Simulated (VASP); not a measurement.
# H2C18O in VASP: a series of runs, part 3 of 3

VASP 6.6.1.

### 5 Single point, PBE

The input, INCAR:

```
SYSTEM = H2C18O
PREC     = Accurate       ! precision mode
ENCUT    = 520            ! plane-wave cutoff, eV
EDIFF    = 1E-7           ! SCF threshold, eV
ISMEAR   = 0              ! smearing method
SIGMA    = 0.05           ! smearing width, eV
LREAL    = Auto         
LASPH    = .True.         ! aspherical terms in the spheres
NELM     = 60             ! most SCF steps
ALGO     = Normal         ! electronic algorithm
ISIF     = 2              ! what is computed and relaxed
LWAVE    = .False.        ! write WAVECAR
LCHARG   = .False.        ! write CHGCAR
GGA      = PE             ! functional
NBANDS   = 56             ! bands
```

The input, KPOINTS:

```
Automatic mesh
0
Gamma
  2 2 1
  0 0 0
```

The input, POSCAR:

```
H2C18O
1.0
    7.3980000000      0.0000000000      0.0000000000
   -3.6990000000      6.4068560000      0.0000000000
    0.0000000000      0.0000000000     11.0000000000
C O H
18 1 2
Direct
    0.0148207997      0.0064950734      0.0652579091
    0.2361040464      0.1172024157      0.0652694545
    0.0130628449      0.3403752168      0.0649295455
    0.2379011100      0.4527362563      0.0651199091
    0.0152328843      0.6754192696      0.0651052727
    0.2356302941      0.7856071683      0.0652744545
    0.3462420029      0.0069108780      0.0653971818
    0.5712019538      0.1194550026      0.0654935455
    0.3485570874      0.3421255293      0.0652178182
    0.5689793412      0.4523231051      0.0652212727
    0.3480766152      0.6731278181      0.0652799091
    0.5693879094      0.7837352673      0.0654419091
    0.6819201880      0.0087314277      0.0655510909
    0.9024634879      0.1190551185      0.0652273636
    0.6815267388      0.3399542615      0.0651645455
    0.9028433088      0.4505587452      0.0649020000
    0.6796879274      0.6736151086      0.0652744545
    0.9046125449      0.7860847817      0.0652227273
    0.8449802770      0.2204514976      0.3898788182
    0.7511486793      0.2493279075      0.4366925455
    0.7643948647      0.1488819165      0.3181692727
```

Potentials or basis: VASP PAW PBE potentials, release 64 (C, O, H).

Launch:

```bash
$ cat potpaw_PBE.64/C/POTCAR potpaw_PBE.64/O/POTCAR potpaw_PBE.64/H/POTCAR > POTCAR
$ mpirun -np 1 vasp_std > vasp.out
```

OUTCAR:

```text
SYSTEM = H2C18O
   PREC = Accurate
   ENCUT = 520
   EDIFF = 1E-7
   ISMEAR = 0
   LREAL = Auto
   LASPH = .True.
   NELM = 60
   ISIF = 2
   GGA = PE

 ion  position               nearest neighbor table
   1  0.015  0.006  0.065-  18 1.41   2 1.42  14 1.44
   2  0.236  0.117  0.065-   7 1.41   1 1.42   9 1.44
   3  0.013  0.340  0.065-  16 1.41  14 1.42   4 1.44
   4  0.238  0.453  0.065-  11 1.41   9 1.42   3 1.44
   5  0.015  0.675  0.065-   6 1.41  18 1.42  16 1.44
   6  0.236  0.786  0.065-   5 1.41   7 1.42  11 1.44
[... 10 lines left out ...]
  17  0.680  0.674  0.065-  12 1.41  10 1.42  18 1.44
  18  0.905  0.786  0.065-   1 1.41   5 1.42  17 1.44
  19  0.845  0.220  0.390-  20 0.97  21 0.97
  20  0.751  0.249  0.437-  19 0.97
  21  0.764  0.149  0.318-  19 0.97

  LATTYP: Found a hexagonal cell.
 ALAT       =     7.3980000000
 C/A-ratio  =     1.4868883482

  Lattice vectors:

 A1 = (   7.3980000000,   0.0000000000,   0.0000000000)
 A2 = (  -3.6990000000,   6.4068560000,   0.0000000000)
 A3 = (   0.0000000000,   0.0000000000,  11.0000000000)

Analysis of symmetry for initial positions (statically):
[... 196 lines left out ...]
 Fermi energy:        -1.4398289396

 k-point     1 :       0.0000    0.0000    0.0000
  band No.  band energies     occupation
      1     -22.3286      2.00000
      2     -20.9634      2.00000
      3     -18.4742      2.00000
      4     -18.4574      2.00000
      5     -18.3546      2.00000
      6     -18.3448      2.00000
[... 209 lines left out ...]
     51       4.3201      0.00000
     52       4.4482      0.00000
 [bands above 52 left out]

------------------------ aborting loop because EDIFF is reached ----------------------------------------

  FORCE on cell =-STRESS in cart. coord.  units (eV):
  Direction    XX          YY          ZZ          XY          YZ          ZX
  --------------------------------------------------------------------------------------
  -------------------------------------------------------------------------------------
  Total        1.6038043      1.6076755      0.0228289     -0.0175998      0.0576421     -0.0404724
  in kB        4.9284459      4.9403417      0.0701527     -0.0540837      0.1771326     -0.1243707
  external PRESSURE =       3.3129801 kB  Pullay stress =       0.0000000 kB

 VOLUME and BASIS-vectors are now :
 -----------------------------------------------------------------------------
  energy-cutoff  :      520.00
  volume of cell :      521.38
      direct lattice vectors                 reciprocal lattice vectors
     7.398000000  0.000000000  0.000000000     0.135171668  0.078041398  0.000000000
    -3.699000000  6.406856000  0.000000000     0.000000000  0.156082796  0.000000000
     0.000000000  0.000000000 11.000000000     0.000000000  0.000000000  0.090909091

 POSITION                                       TOTAL-FORCE (eV/Angst)
 -----------------------------------------------------------------------------------
      0.08562      0.04161      0.71784         0.004374      0.016538     -0.000073
      1.31317      0.75090      0.71796        -0.011194      0.012112      0.001765
     -1.16241      2.18074      0.71423         0.018518     -0.009365      0.000560
      0.08532      2.90062      0.71632         0.005103     -0.009886     -0.004266
     -2.38568      4.32731      0.71616        -0.008125      0.005855     -0.001695
     -1.16277      5.03327      0.71802         0.005365      0.000945      0.001629
[... 13 lines left out ...]
      4.63473      1.59741      4.80362        -0.062062      0.041164      0.092162
      5.10428      0.95387      3.49986         0.007179     -0.059680     -0.115781
 -----------------------------------------------------------------------------------
    total drift:                               -0.017752     -0.013424      0.010777

  FREE ENERGIE OF THE ION-ELECTRON SYSTEM (eV)
  ---------------------------------------------------
  free  energy   TOTEN  =      -179.8821670942 eV

  energy  without entropy=     -179.8819842209  energy(sigma->0) =     -179.88207566
```

It took 2.9 min on 1 thread of Intel Xeon 6975P-C (Granite Rapids), shared host; peak memory 0.6 GiB.

What came out:

```
Free energy            : -179.8822 eV
Largest force          : 0.130 eV/Å
Band gap on the k mesh : 0.22 eV, direct
```

Forces on the atoms (eV/Å):
```
C    0.004  0.017  0.000
C   -0.011  0.012  0.002
C    0.019 -0.009  0.001
C    0.005 -0.010 -0.004
C   -0.008  0.006 -0.002
C    0.005  0.001  0.002
C    0.006  0.006 -0.002
C   -0.008 -0.007 -0.001
C   -0.004 -0.019  0.002
C    0.012  0.014  0.000
C   -0.004  0.003 -0.001
C   -0.008  0.002 -0.004
C   -0.011 -0.007  0.001
C    0.019 -0.008  0.003
C   -0.016  0.002  0.002
C   -0.002  0.011  0.005
C    0.008  0.002  0.000
C   -0.007 -0.011 -0.003
O    0.056  0.015  0.023
H   -0.062  0.041  0.092
H    0.007 -0.060 -0.116
```

Caveat: the k points lie up to 0.49 Å⁻¹ apart.

### 6 Single point, PBE

The input, INCAR:

```
SYSTEM = H2C18O
ALGO = Normal
EDIFF = 1E-6
ENCUT = 520
GGA = PE
ISIF = 2
ISMEAR = 0
LASPH = .True.
LCHARG = .True.
LELF = .True.
LREAL = Auto
LVHAR = .True.
LWAVE = .False.
NBANDS = 56
NELM = 100
PREC = Accurate
SIGMA = 0.05
```

The input, KPOINTS:

```
k-points
0
Gamma
  2 2 1
  0 0 0
```

The input, POSCAR:

```
H2C18O
1.0
    7.3980000000      0.0000000000      0.0000000000
   -3.6990000000      6.4068560000      0.0000000000
    0.0000000000      0.0000000000     11.0000000000
C O H
18 1 2
Direct
    0.0150255736      0.0049189493      0.0657349091
    0.2358228415      0.1154007519      0.0656909091
    0.0130135592      0.3383934335      0.0656553636
    0.2379508746      0.4508125358      0.0656509091
    0.0149930885      0.6737434086      0.0656334545
    0.2358231110      0.7841168898      0.0656915455
    0.3461717733      0.0049080235      0.0657149091
    0.5711108551      0.1174079767      0.0657289091
    0.3482901477      0.3403642910      0.0656698182
    0.5691245313      0.4508200278      0.0656671818
    0.3482972162      0.6716406612      0.0656809091
    0.5690925153      0.7819720000      0.0657471818
    0.6815330055      0.0069216477      0.0658192727
    0.9025415976      0.1174284236      0.0658073636
    0.6816171820      0.3383603440      0.0656289091
    0.9025128627      0.4488210754      0.0655767273
    0.6795776496      0.6716238042      0.0656965455
    0.9045403953      0.7840916044      0.0656795455
    0.8880534230      0.2136848401      0.3965509091
    0.7854446562      0.2453307831      0.4295166364
    0.8549049842      0.1914122933      0.3105492727
```

Potentials or basis: VASP PAW PBE potentials, release 64 (C, O, H).

Launch:

```bash
$ cat potpaw_PBE.64/C/POTCAR potpaw_PBE.64/O/POTCAR potpaw_PBE.64/H/POTCAR > POTCAR
$ mpirun -np 1 vasp_std > vasp.out
```

It took 2.2 min on 1 thread of Intel Xeon 6975P-C (Granite Rapids), shared host; peak memory 0.59 GiB.

It converged, with:

| Item | Value |
| --- | --- |
| Free energy | -179.8816 eV |
| Largest force | 0.133 eV/Å |
| Band gap on the k mesh | 0.22 eV, direct |

Forces in eV/Å, atoms in the order of the input:
```
C    0.004  0.011  0.001
C   -0.005  0.003  0.002
C    0.008  0.005  0.000
C   -0.011 -0.004  0.000
C   -0.002  0.004 -0.001
C   -0.004  0.003  0.001
C   -0.003  0.007 -0.002
C   -0.002 -0.006 -0.001
C    0.001 -0.011 -0.001
C    0.009  0.002 -0.001
C   -0.005 -0.003 -0.001
C    0.000  0.006 -0.002
C   -0.001 -0.006  0.002
C    0.007 -0.005  0.002
C   -0.008  0.005 -0.001
C   -0.002 -0.002  0.001
C    0.008 -0.006  0.001
C   -0.002  0.002  0.000
O    0.088 -0.004  0.052
H   -0.096  0.026  0.077
H    0.013 -0.027 -0.130
```

Levels at points of the mesh, in eV from the valence-band top:
```
           k point  band 38  band 39  band 40  band 41  band 42  band 43
(0.00, 0.00, 0.00)    -2.57    -0.01     0.00     0.22     0.22     3.02
(0.50, 0.00, 0.00)    -2.51    -2.50    -2.25     1.78     2.59     2.60
(0.00, 0.50, 0.00)    -2.53    -2.49    -2.25     1.78     2.59     2.60
(0.50, 0.50, 0.00)    -2.51    -2.49    -2.25     1.79     2.59     2.60
```

Caveat: the k points lie up to 0.49 Å⁻¹ apart.
